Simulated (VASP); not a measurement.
A run of VASP 6.6.1:

Contents of INCAR:

```
  PREC = Accurate
  ENCUT = 600
  EDIFF = 1E-7
  ISMEAR = -1
  SIGMA = 0.08
  LREAL = F
  LASPH = T
  NELM = 150
  ALGO = Normal
  ISIF = 3
  LWAVE = F
  LCHARG = F
  ISPIN = 2
  MAGMOM = 1.7 1.7
  LORBIT = 11
  LMAXMIX = 4
  GGA = PE
  IBRION = 2
  NSW = 32
  EDIFFG = -0.005
  PSTRESS = 3300.0
```

The input KPOINTS:

```
Automatic mesh
0
Gamma
  21 21 11
```

File POSCAR:

```
Co
1.0
    2.1074970863      0.0000000000      0.0000000000
   -1.0537485432      1.8251460152      0.0000000000
    0.0000000000      0.0000000000      3.4141146229
Co
2
Direct
    0.3333333333      0.6666666667      0.2500000000
    0.6666666667      0.3333333333      0.7500000000
```

Potentials or basis: VASP PAW PBE potentials, release 64 (Co).

The run is started by

```bash
$ cat potpaw_PBE.64/Co/POTCAR > POTCAR
$ mpirun -np 1 vasp_std > vasp.out
```

Hardware: 1 thread of Oxide Virtual Turin-like Processor (shared host).

**Question.** Estimate the wall time of this run.

**Answer.** Run time: 13 min on 1 thread of Oxide Virtual Turin-like Processor (shared host), peak memory 0.19 GiB. Counts: scf iterations 58, k points 288, ion steps 9.
